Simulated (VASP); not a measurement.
# Si32O (a cell with a defect) in VASP: single point with PBE

Aim: the single point of Si32O (a cell with a defect) with PBE.

Program: VASP 6.6.1. These are calculated values, not measurements. Logs are shortened: lines on timing, memory, paths and dates and some standing lists are left out, and cuts for length are marked.

**1. The cell of the first run**

The cell holds a defect, 33 atoms: a = 9.474 Å, b = 9.474 Å, c = 9.474 Å, α = 109.47°, β = 109.47°, γ = 109.47°.

**2. Single point, PBE**

INCAR

```
  PREC = Accurate
  ENCUT = 520
  EDIFF = 1E-7
  ISMEAR = 0
  SIGMA = 0.02
  LREAL = Auto
  LASPH = True
  NELM = 60
  ALGO = Normal
  ISIF = 2
  LWAVE = False
  LCHARG = False
  GGA = PE
  NBANDS = 89
```

KPOINTS

```
Automatic mesh
0
Gamma
  2 2 2
  0.5 0.5 0.5
```

POSCAR

```
Si32O
1.0
    5.4700937548      5.4700937548      5.4700937548
    5.4700937548     -5.4700937548     -5.4700937548
   -5.4700937548      5.4700937548     -5.4700937548
Si O
32 1
Direct
    0.7470910341      0.7466034739      0.2438164792
   -0.0006094960      0.7503673948     -0.0020734562
    0.7412907679      0.4834708724      0.4908650784
    0.2481224383      0.7504130064      0.7490071804
    0.0071246494      0.5027655143      0.2524647770
    0.4967028212      0.7479922070      0.4980535293
    0.2522114907      0.5061640850      0.0019260182
    0.7494095501      0.2498483685      0.7495579937
   -0.0001887536      0.2497289007      0.4992899797
    0.5020348139      0.5018706485      0.7546987648
    0.7493656752     -0.0006493490     -0.0006680873
    0.2596791872      0.2607972667      0.2676782274
    0.5211439013      0.2628833370      0.0116450472
   -0.0409131927     -0.0462776346      0.7076774501
    0.2492704990     -0.0006949607      0.4993089008
    0.4986335925     -0.0028309387      0.2482454709
    0.5008505563      0.7510860296      0.2504431480
    0.7500509468      0.7497486668     -0.0011561959
    0.5063127113      0.5058056816      0.5109295426
   -0.0144000274      0.7260893831      0.7355063149
    0.7640497928      0.5073367340      0.2574337046
    0.2511458782      0.7506428928      0.5005803598
    0.0002418606      0.5010147217      0.0001308021
    0.5000255247      0.2506576782      0.7510274383
    0.7466461606      0.2410470568      0.4963599568
    0.2506234009      0.5010355623      0.7499034174
    0.4998681234      0.0019019784      0.0006123295
    0.0009174431      0.2505649010      0.2498958996
    0.2955335086      0.2901727230      0.0441091160
    0.7411691064     -0.0037182178      0.7455236935
   -0.0063917552     -0.0055705627      0.4878289330
    0.2509296114      0.0016006124      0.2497313686
    0.1445738474      0.0961277857     -0.1156950006
```

Potentials or basis: VASP PAW PBE potentials, release 64 (Si, O).

On the command line:

```bash
$ cat potpaw_PBE.64/Si/POTCAR potpaw_PBE.64/O/POTCAR > POTCAR
$ mpirun -np 1 vasp_std > vasp.out
```

OUTCAR:

```text
PREC = Accurate
   ENCUT = 520
   EDIFF = 1E-7
   ISMEAR = 0
   LREAL = Auto
   LASPH = True
   NELM = 60
   ISIF = 2
   GGA = PE

 ion  position               nearest neighbor table
   1  0.747  0.747  0.244-  31 2.33  18 2.34  21 2.37  17 2.37
   2  0.999  0.750  0.998-  18 2.36  23 2.37  20 2.37  32 2.38
   3  0.741  0.483  0.491-  20 2.31  25 2.33  19 2.37  21 2.37
   4  0.248  0.750  0.749-  22 2.36  26 2.37  20 2.38  27 2.38
   5  0.007  0.503  0.252-  21 2.33  22 2.34  28 2.36  23 2.36
   6  0.497  0.748  0.498-  30 2.34  22 2.34  19 2.37  17 2.37
[... 24 lines left out ...]
  31  0.994  0.994  0.488-   1 2.33  14 2.35   9 2.36  15 2.37
  32  0.251  0.002  0.250-  16 2.37  12 2.38  15 2.38   2 2.38
  33  0.145  0.096  0.884-  14 1.63  29 1.63

  LATTYP: Found a body centered cubic cell.
 ALAT       =    10.9401875096

  Lattice vectors:

 A1 = (   5.4700937548,   5.4700937548,   5.4700937548)
 A2 = (   5.4700937548,  -5.4700937548,  -5.4700937548)
 A3 = (  -5.4700937548,   5.4700937548,  -5.4700937548)

Analysis of symmetry for initial positions (statically):
=====================================================================
 Subroutine PRICEL returns:
 Original cell was already a primitive cell.

 Routine SETGRP: Setting up the symmetry group for a
 body centered cubic supercell.

 Subroutine GETGRP returns: Found  1 space group operations
 (whereof  1 operations were pure point group operations)
 out of a pool of 48 trial point group operations.

The static configuration has the point symmetry C_1 .

Analysis of symmetry for dynamics (positions and initial velocities):
=====================================================================
 Subroutine PRICEL returns:
 Original cell was already a primitive cell.

 Routine SETGRP: Setting up the symmetry group for a
 body centered cubic supercell.

 Subroutine GETGRP returns: Found  1 space group operations
 (whereof  1 operations were pure point group operations)
 out of a pool of 48 trial point group operations.

The dynamic configuration has the point symmetry C_1 .

 Subroutine INISYM returns: Found  1 space group operations
 (whereof  1 operations are pure point group operations),
 and found     1 'primitive' translations

----------------------------------------------------------------------------------------

                                     Primitive cell

  volume of cell :     654.7030

[... 135 lines left out ...]
   ISIF   =      2    stress and relaxation
   ISYM   =      2    0-nonsym 1-usesym 2-fastsym
   POTIM  = 0.5000    time-step for ionic-motion
   TEBEG  =    0.0;   TEEND  =   0.0 temperature during run
   PSTRESS=    0.0 pullay stress
   NELECT =     134.0000    total number of electrons
   NUPDOWN=      -1.0000    fix difference up-down
   EMIN   =  10.00;   EMAX   =-10.00  energy-range for DOS
   EFERMI =   0.00;   METHOD = LEGACY
   ISMEAR =     0;   SIGMA  =   0.02  broadening in eV -4-tet -1-fermi 0-gaus
   EFERMI_NEDOS =   21; number of points for ismear=-14 and -15
   IALGO  =     38    algorithm
   IMIX   =      4    mixing-type and parameters
     AMIX     =   0.40;   BMIX     =  1.00
     AMIX_MAG =   1.60;   BMIX_MAG =  1.00
  volume/ion in A,a.u.               =      19.84       133.88
  Fermi-wavevector in a.u.,A,eV,Ry     =   0.964780  1.823170 12.664311  0.930801
  Thomas-Fermi vector in A             =   2.094441
   LORBIT       =      0    0 simple, 1 ext, 2 COOP (PROOUT), +10 PAW based schemes
   GGA     = PE    functional components
   LHFCALC =     F    Hartree Fock is set to
   AEXX    =    0.0000 exact exchange contribution
   IVDW    =     0    specifies the selected vdW correction
   LEPSILON=     F    determine dielectric tensor
   LRPA    =     F    only Hartree local field effects (RPA)
 non-spin polarized calculation
 Gauss-broadening in eV      SIGMA  =   0.02
  energy-cutoff  :      520.00
  volume of cell :      654.70
 maximum number of plane-waves:     17628
 NGX is ok and might be reduce to    70
   NGX = 35   NGY = 35   NGZ = 35

 number of electron     134.0000002 magnetization

 Free energy of the ion-electron system (eV)
  ---------------------------------------------------
  ext. energy  EPLUGINS =         0.00000000
  ---------------------------------------------------
  free energy    TOTEN  =      -180.93647456 eV

  energy without entropy =     -180.93647456  energy(sigma->0) =     -180.93647456

 E-fermi :   5.2154     XC(G=0):  -9.3733

 val. band max:        5.1269893981   @ k =   0.2500  -0.2500   0.2500
 cond. band min:       6.4058245497   @ k =   0.2500  -0.2500   0.2500
 fundamental gap:      1.2788351516
 Fermi energy:         5.2154415970

 k-point     1 :       0.2500    0.2500    0.2500
  band No.  band energies     occupation
      1     -14.6772      2.00000
      2      -5.6022      2.00000
      3      -5.4005      2.00000
      4      -5.4001      2.00000
      5      -5.0767      2.00000
      6      -4.6466      2.00000
[... 317 lines left out ...]
     78       8.0416      0.00000
     79       8.0521      0.00000
 [bands above 79 left out]

------------------------ aborting loop because EDIFF is reached ----------------------------------------

  FORCE on cell =-STRESS in cart. coord.  units (eV):
  Direction    XX          YY          ZZ          XY          YZ          ZX
  --------------------------------------------------------------------------------------
  -------------------------------------------------------------------------------------
  Total        6.9759441      6.8733999      6.9370390      4.5458639     -4.5331674     -4.5611304
  in kB       17.0714054     16.8204610     16.9761973     11.1245566    -11.0934860    -11.1619164
  external PRESSURE =      16.9560212 kB  Pullay stress =       0.0000000 kB

 VOLUME and BASIS-vectors are now :
 -----------------------------------------------------------------------------
  energy-cutoff  :      520.00
  volume of cell :      654.70
      direct lattice vectors                 reciprocal lattice vectors
     5.470093755  5.470093755  5.470093755     0.091406112  0.091406112  0.000000000
     5.470093755 -5.470093755 -5.470093755     0.091406112  0.000000000 -0.091406112
    -5.470093755  5.470093755 -5.470093755     0.000000000  0.091406112 -0.091406112

 POSITION                                       TOTAL-FORCE (eV/Angst)
 -----------------------------------------------------------------------------------
      6.83695      1.33637     -1.33103        -0.001706      0.001022     -0.000398
      4.11259      6.82093     -4.09657        -0.000660     -0.000510     -0.002206
      4.01448      4.09538     -1.27478         0.003146      0.002455     -0.002427
      1.36494      1.34956     -6.84472        -0.000356      0.000032      0.002398
      1.40814     -1.33020     -4.09221        -0.000624      0.000142     -0.002048
      4.08420      1.34982     -4.09898         0.000044      0.001125     -0.001382
[... 25 lines left out ...]
      0.01531      2.72991     -0.00220         0.001340     -0.000325     -0.000350
     -3.52057      5.10224     -4.57223        -0.000686      0.006675      0.006317
 -----------------------------------------------------------------------------------
    total drift:                                0.008046      0.009107     -0.000131

  FREE ENERGIE OF THE ION-ELECTRON SYSTEM (eV)
  ---------------------------------------------------
  free  energy   TOTEN  =      -180.9364745576 eV

  energy  without entropy=     -180.9364745576  energy(sigma->0) =     -180.93647456
```

OSZICAR:

```text
N       E                     dE             d eps       ncg     rms          rms(c)
DAV:   1     0.386378198543E+03    0.38638E+03   -0.52010E+04   712   0.125E+03
DAV:   2    -0.142634973971E+03   -0.52901E+03   -0.50248E+03   860   0.188E+02
DAV:   3    -0.184558388979E+03   -0.41923E+02   -0.41306E+02   880   0.486E+01
DAV:   4    -0.185601034959E+03   -0.10426E+01   -0.10377E+01   856   0.925E+00
[... 13 lines left out ...]
DAV:  18    -0.180936479285E+03   -0.30125E-05   -0.49062E-06  1008   0.689E-03    0.151E-02
DAV:  19    -0.180936474094E+03    0.51915E-05   -0.17437E-05  1136   0.158E-02    0.355E-03
DAV:  20    -0.180936474745E+03   -0.65083E-06   -0.46630E-06   784   0.596E-03    0.181E-03
DAV:  21    -0.180936474603E+03    0.14132E-06   -0.91864E-08   528   0.126E-03    0.121E-03
DAV:  22    -0.180936474558E+03    0.45848E-07   -0.32947E-07   728   0.179E-03
   1 F= -.18093647E+03 E0= -.18093647E+03  d E =-.903278E-11
```

Run time: 7.4 min. Hardware: 1 thread of AMD EPYC 9R45 (Zen 5), shared host; peak memory 0.7 GiB.

Results:

```yaml
Free_energy: -180.9365 eV
Pressure: 1.7 GPa
Largest_force: 0.051 eV/Å
Band_gap_on_the_k_mesh: 1.28 eV
```

Forces on the atoms (eV/Å):
```
Si  -0.002  0.001  0.000
Si  -0.001 -0.001 -0.002
Si   0.003  0.002 -0.002
Si   0.000  0.000  0.002
Si  -0.001  0.000 -0.002
Si   0.000  0.001 -0.001
Si   0.000  0.004 -0.001
Si  -0.001 -0.001  0.002
Si  -0.001  0.000 -0.001
Si  -0.002 -0.001  0.001
Si   0.001  0.001  0.000
Si   0.003 -0.001  0.000
Si  -0.001 -0.001 -0.002
Si  -0.028 -0.032  0.028
Si  -0.001  0.002 -0.001
Si   0.002  0.001 -0.002
Si   0.001 -0.001  0.001
Si  -0.002 -0.002  0.001
Si  -0.002 -0.002  0.003
Si   0.000 -0.004 -0.004
Si  -0.001 -0.001  0.003
Si   0.000  0.000  0.001
Si   0.000  0.000  0.000
Si   0.000  0.000 -0.002
Si   0.001 -0.001 -0.003
Si   0.001  0.000 -0.001
Si  -0.001  0.001  0.004
Si   0.003  0.001  0.001
Si   0.031  0.027 -0.031
Si   0.002  0.000  0.003
Si  -0.004 -0.001  0.000
Si   0.001  0.000  0.000
O   -0.001  0.007  0.006
```

Stress tensor (GPa, compression positive):
```
 1.71  1.11 -1.12
 1.11  1.68 -1.11
-1.12 -1.11  1.70
```
